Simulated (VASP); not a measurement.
# Sb (Fm-3m) in VASP: a series of runs

The runs below take Sb through single point, with PBE0, HSE06.

Everything below comes from runs of VASP 6.6.1. Logs are shortened: lines on timing, memory, paths and dates and some standing lists are left out, and cuts for length are marked.

### Step 1. The cell of the first run

Symmetry: Fm-3m, No. 225, cubic system. The conventional cell has a = 4.742 Å, b = 4.742 Å, c = 4.742 Å, α = 90.00°, β = 90.00°, γ = 90.00°. Sb (site symmetry m-3m) has 12 Sb at 3.35 Å within 4.4 Å.

This isn't the form of Sb at room conditions, which is rhombohedral.

### Step 2. Single point, PBE0

The input, POSCAR:

```
Sb
1.0
    0.0000000000      2.3712425216      2.3712425216
    2.3712425216      0.0000000000      2.3712425216
    2.3712425216      2.3712425216      0.0000000000
Sb
1
Direct
    0.0000000000      0.0000000000      0.0000000000
```

The input, INCAR.step1:

```
SYSTEM = Sb
ALGO = Normal
EDIFF = 1E-5
ENCUT = 400
GGA = PE
GGA_COMPAT = .FALSE.
ISIF = 2
ISMEAR = -1
LASPH = .TRUE.
LCHARG = .FALSE.
LREAL = .FALSE.
LWAVE = .TRUE.
NBANDS = 14
NELM = 120
PREC = Accurate
SIGMA = 0.05
```

The input, INCAR.step2:

```
SYSTEM = Sb
AEXX = 0.25
ALGO = Normal
EDIFF = 1E-6
ENCUT = 400
GGA = PE
GGA_COMPAT = .FALSE.
ISIF = 2
ISMEAR = -1
ISTART = 1
LASPH = .TRUE.
LCHARG = .FALSE.
LHFCALC = .TRUE.
LREAL = .FALSE.
LWAVE = .FALSE.
NBANDS = 14
NELM = 120
PREC = Accurate
PRECFOCK = Normal
SIGMA = 0.05
```

The input, KPOINTS:

```
k-points
0
G
  6 6 6
  0 0 0
```

Potentials or basis: VASP PAW PBE potentials, release 64 (Sb_d_GW).

On the command line:

```sh
$ cat potpaw_PBE.64/Sb_d_GW/POTCAR > POTCAR
$ cp INCAR.step1 INCAR
$ mpirun -np 1 vasp_std > vasp.out
$ cp INCAR.step2 INCAR
$ mpirun -np 1 vasp_std > vasp.out
```

OUTCAR:

```text
SYSTEM = Sb
   AEXX = 0.25
   EDIFF = 1E-6
   ENCUT = 400
   GGA = PE
   ISIF = 2
   ISMEAR = -1
   ISTART = 1
   LASPH = .TRUE.
   LHFCALC = .TRUE.
   LREAL = .FALSE.
   NELM = 120
   PREC = Accurate
   PRECFOCK = Normal

 ion  position               nearest neighbor table
   1  0.000  0.000  0.000-

  LATTYP: Found a face centered cubic cell.
 ALAT       =     4.7424850432

  Lattice vectors:

 A1 = (   0.0000000000,   2.3712425216,   2.3712425216)
 A2 = (   2.3712425216,   0.0000000000,   2.3712425216)
 A3 = (   2.3712425216,   2.3712425216,   0.0000000000)

Analysis of symmetry for initial positions (statically):
=====================================================================
 Subroutine PRICEL returns:
 Original cell was already a primitive cell.

 Routine SETGRP: Setting up the symmetry group for a
 face centered cubic supercell.

 Subroutine GETGRP returns: Found 48 space group operations
 (whereof 48 operations were pure point group operations)
 out of a pool of 48 trial point group operations.

The static configuration has the point symmetry O_h .

Analysis of symmetry for dynamics (positions and initial velocities):
=====================================================================
 Subroutine PRICEL returns:
 Original cell was already a primitive cell.

 Routine SETGRP: Setting up the symmetry group for a
 face centered cubic supercell.

 Subroutine GETGRP returns: Found 48 space group operations
 (whereof 48 operations were pure point group operations)
 out of a pool of 48 trial point group operations.

The dynamic configuration has the point symmetry O_h .

 Subroutine INISYM returns: Found 48 space group operations
 (whereof 48 operations are pure point group operations),
 and found     1 'primitive' translations

----------------------------------------------------------------------------------------

                                     Primitive cell

  volume of cell :      26.6660

  direct lattice vectors                    reciprocal lattice vectors
     0.000000000  2.371242522  2.371242522    -0.210859916  0.210859916  0.210859916
     2.371242522  0.000000000  2.371242522     0.210859916 -0.210859916  0.210859916
     2.371242522  2.371242522  0.000000000     0.210859916  0.210859916 -0.210859916

  length of vectors
     3.353443334  3.353443334  3.353443334     0.365220089  0.365220089  0.365220089

  position of ions in fractional coordinates (direct lattice)
     0.000000000  0.000000000  0.000000000

  ion indices of the primitive-cell ions
   primitive index   ion index
                 1           1

----------------------------------------------------------------------------------------

 KPOINTS: k-points

Automatic generation of k-mesh.
 Grid dimensions read from file:
 generate k-points for:    6    6    6

 Generating k-lattice:

  Cartesian coordinates                     Fractional coordinates (reciprocal lattice)
    -0.035143319  0.035143319  0.035143319     0.166666667  0.000000000  0.000000000
     0.035143319 -0.035143319  0.035143319     0.000000000  0.166666667  0.000000000
     0.035143319  0.035143319 -0.035143319     0.000000000  0.000000000  0.166666667

  Length of vectors
     0.060870015  0.060870015  0.060870015

  Shift w.r.t. Gamma in fractional coordinates (k-lattice)
     0.000000000  0.000000000  0.000000000

 Subroutine IBZKPT returns following result:
 ===========================================

 Found     16 irreducible k-points:

 Following reciprocal coordinates:
            Coordinates               Weight
  0.000000  0.000000  0.000000      1.000000
  0.166667  0.000000  0.000000      8.000000
  0.333333  0.000000  0.000000      8.000000
  0.500000  0.000000  0.000000      4.000000
  0.166667  0.166667  0.000000      6.000000
  0.333333  0.166667  0.000000     24.000000
[... 8 lines left out ...]
 -0.333333  0.333333  0.166667     24.000000
 -0.333333  0.500000  0.166667     12.000000
   k-points           NKPTS =     16   k-points in BZ     NKDIM =    216   number of bands    NBANDS=     14
   number of dos      NEDOS =    301   number of ions     NIONS =      1
   total plane-waves  NPLWV =  13824
   dimension x,y,z NGX =    24 NGY =   24 NGZ =   24
   dimension x,y,z NGXF=    48 NGYF=   48 NGZF=   48
   ions per type =               1
   NGX,Y,Z   is equivalent  to a cutoff of  11.90, 11.90, 11.90 a.u.
   NGXF,Y,Z  is equivalent  to a cutoff of  23.80, 23.80, 23.80 a.u.
 SYSTEM =  Sb
   PREC   = accura    normal or accurate (medium, high low for compatibility)
   ISTART =      1    job   : 0-new  1-cont  2-samecut
   ICHARG =      0    charge: 1-file 2-atom 10-const
   ISPIN  =      1    spin polarized calculation?
   LNONCOLLINEAR =      F non collinear calculations
   LSORBIT =      F    spin-orbit coupling
   LASPH  =      T    aspherical Exc in radial PAW
   ENCUT  =  400.0 eV  29.40 Ry    5.42 a.u.   5.47  5.47  5.47*2*pi/ulx,y,z
   NELM   =    120;   NELMIN=  2; NELMDL=  0     # of ELM steps
   EDIFF  = 0.1E-05   stopping-criterion for ELM
   LREAL  =      F    real-space projection
   EDIFFG = 0.1E-04   stopping-criterion for IOM
   NSW    =      0    number of steps for IOM
   IBRION =     -1    ionic relax: 0-MD 1-quasi-New 2-CG
   NFREE  =      0    steps in history (QN), initial steepest desc. (CG)
   ISIF   =      2    stress and relaxation
   ISYM   =      3    0-nonsym 1-usesym 2-fastsym
   POTIM  = 0.5000    time-step for ionic-motion
   TEBEG  =    0.0;   TEEND  =   0.0 temperature during run
   PSTRESS=    0.0 pullay stress
   NELECT =      15.0000    total number of electrons
   NUPDOWN=      -1.0000    fix difference up-down
   EMIN   =  10.00;   EMAX   =-10.00  energy-range for DOS
   EFERMI =   0.00;   METHOD = LEGACY
   ISMEAR =    -1;   SIGMA  =   0.05  broadening in eV -4-tet -1-fermi 0-gaus
   EFERMI_NEDOS =   21; number of points for ismear=-14 and -15
   IALGO  =     38    algorithm
   IMIX   =      1    mixing-type and parameters
     AMIX     =   0.40;   BMIX     =  1.00
     AMIX_MAG =   1.60;   BMIX_MAG =  1.00
  volume/ion in A,a.u.               =      26.67       179.95
  Fermi-wavevector in a.u.,A,eV,Ry     =   1.351406  2.553788 24.848307  1.826299
  Thomas-Fermi vector in A             =   2.478831
   LORBIT       =      0    0 simple, 1 ext, 2 COOP (PROOUT), +10 PAW based schemes
   GGA     = PE    functional components
   LHFCALC =     T    Hartree Fock is set to
   PRECFOCK=normal    Normal, Fast or Accurate (Low or Medium for compatibility)
   ENCUT4O =  -1.0   cutoff for four orbital integrals eV
   NKREDX  =     1    reduce k-point grid by
   NKREDY  =     1    reduce k-point grid by
   NKREDZ  =     1    reduce k-point grid by
   AEXX    =    0.2500 exact exchange contribution
   HFSCREEN=    0.0000 screening length (either q_TF or 0.3 A-1)
   HFSCREENC=   0.0000 screening length for correlation (either q_TF or 0.3 A-1)
   ENCUTFOCK=  -1.0 apply spherical cutoff to Coloumb kernel
   IVDW    =     0    specifies the selected vdW correction
   LEPSILON=     F    determine dielectric tensor
   LRPA    =     F    only Hartree local field effects (RPA)
 non-spin polarized calculation
  energy-cutoff  :      400.00
  volume of cell :       26.67
 maximum number of plane-waves:       531
 NGX is ok and might be reduce to    24
  NGX = 18; NGY = 18; NGZ = 18

 number of electron      15.0000001 magnetization

 Free energy of the ion-electron system (eV)
  ---------------------------------------------------
  ext. energy  EPLUGINS =         0.00000000
  ---------------------------------------------------
  free energy    TOTEN  =        -5.08825060 eV

  energy without entropy =       -5.08086780  energy(sigma->0) =       -5.08455920

 E-fermi :   6.6433     XC(G=0):  -8.4442

 val. band max:        6.6177789837   @ k =  -0.3333   0.3333   0.1667
 cond. band min:       7.0524795546   @ k =  -0.3333   0.1667   0.0000
 fundamental gap:      0.4347005708
 Fermi energy:         6.6432615273

 k-point     1 :       0.0000    0.0000    0.0000
  band No.  band energies     occupation
      1     -25.9381      2.00000
      2     -25.9381      2.00000
      3     -25.9381      2.00000
      4     -25.8933      2.00000
      5     -25.8933      2.00000
      6      -8.5864      2.00000
      7      12.8677      0.00000
      8      12.8677      0.00000
      9      12.8677      0.00000
     10      17.7168      0.00000
     11      18.0956      0.00000
     12      18.0956      0.00000
     13      18.0956      0.00000
     14      19.6914      0.00000

 k-point     2 :       0.1667    0.0000    0.0000
  band No.  band energies     occupation
      1     -25.9355      2.00000
      2     -25.9281      2.00000
      3     -25.9281      2.00000
      4     -25.8906      2.00000
      5     -25.8906      2.00000
      6      -7.9705      2.00000
      7       8.6300      0.00000
      8      12.1979      0.00000
      9      12.1979      0.00000
     10      16.1564      0.00000
     11      19.0241      0.00000
     12      19.0241      0.00000
     13      20.3906      0.00000
     14      20.7685      0.00000

 k-point     3 :       0.3333    0.0000    0.0000
  band No.  band energies     occupation
      1     -25.9323      2.00000
      2     -25.9276      2.00000
      3     -25.9276      2.00000
      4     -25.8672      2.00000
      5     -25.8672      2.00000
      6      -6.1715      2.00000
      7       2.5396      2.00000
      8      11.3273      0.00000
      9      11.3273      0.00000
     10      15.7502      0.00000
     11      17.7025      0.00000
     12      17.7025      0.00000
     13      18.1794      0.00000
     14      23.2580      0.00000
[... 188 lines left out ...]
 k-point    15 :      -0.3333    0.3333    0.1667
  band No.  band energies     occupation
      1     -25.9316      2.00000
      2     -25.9183      2.00000
      3     -25.8910      2.00000
      4     -25.8812      2.00000
      5     -25.8510      2.00000
      6      -2.8802      2.00000
      7       0.9740      2.00000
      8       4.1765      2.00000
      9       6.6178      1.24945
     10      15.7152      0.00000
     11      17.7359      0.00000
     12      20.8726      0.00000
     13      21.5883      0.00000
     14      24.9949      0.00000

 k-point    16 :      -0.3333    0.5000    0.1667
  band No.  band energies     occupation
      1     -25.9480      2.00000
      2     -25.9301      2.00000
      3     -25.8775      2.00000
      4     -25.8686      2.00000
      5     -25.8413      2.00000
      6      -2.1243      2.00000
      7       1.2564      2.00000
      8       3.9144      2.00000
      9       4.7714      2.00000
     10      15.0448      0.00000
     11      15.6845      0.00000
     12      22.0313      0.00000
     13      22.3515      0.00000
     14      28.3645      0.00000

------------------------ aborting loop because EDIFF is reached ----------------------------------------

  FORCE on cell =-STRESS in cart. coord.  units (eV):
  Direction    XX          YY          ZZ          XY          YZ          ZX
  --------------------------------------------------------------------------------------
  -------------------------------------------------------------------------------------
  Total       -0.1978184     -0.1978184     -0.1978184      0.0000000      0.0000000     -0.0000000
  in kB      -11.8855532    -11.8855532    -11.8855532      0.0000000      0.0000000     -0.0000000
  external PRESSURE =     -11.8855532 kB  Pullay stress =       0.0000000 kB

 VOLUME and BASIS-vectors are now :
 -----------------------------------------------------------------------------
  energy-cutoff  :      400.00
  volume of cell :       26.67
      direct lattice vectors                 reciprocal lattice vectors
     0.000000000  2.371242522  2.371242522    -0.210859916  0.210859916  0.210859916
     2.371242522  0.000000000  2.371242522     0.210859916 -0.210859916  0.210859916
     2.371242522  2.371242522  0.000000000     0.210859916  0.210859916 -0.210859916

 POSITION                                       TOTAL-FORCE (eV/Angst)
 -----------------------------------------------------------------------------------
      0.00000      0.00000      0.00000         0.000000      0.000000      0.000000
 -----------------------------------------------------------------------------------
    total drift:                                0.000000      0.000000      0.000000

  FREE ENERGIE OF THE ION-ELECTRON SYSTEM (eV)
  ---------------------------------------------------
  free  energy   TOTEN  =        -5.0882506021 eV

  energy  without entropy=       -5.0808677954  energy(sigma->0) =       -5.08455920
```

Run time: 11 min. Hardware: 1 thread of Intel Xeon 6975P-C (Granite Rapids), shared host; peak memory 0.15 GiB.

Results:

* Free energy: -5.0883 eV
* Pressure: -1.2 GPa
* Band gap on the k mesh: zero (an odd number of electrons rules out a gap without spin polarisation)

Caveat: the k points lie up to 0.38 Å⁻¹ apart, too coarse for converged energies and pressures of a metal; the PAW data sets were made with another functional, which shifts forces and pressure a little; spin-orbit coupling is left out, which moves the levels of the heavy elements; an odd number of electrons without spin polarisation forces a metal; a magnetic or distorted state may lie lower.

[end of part 1 of 2]

The gap in the log of VASP goes by the Fermi energy; the results here count the filled bands.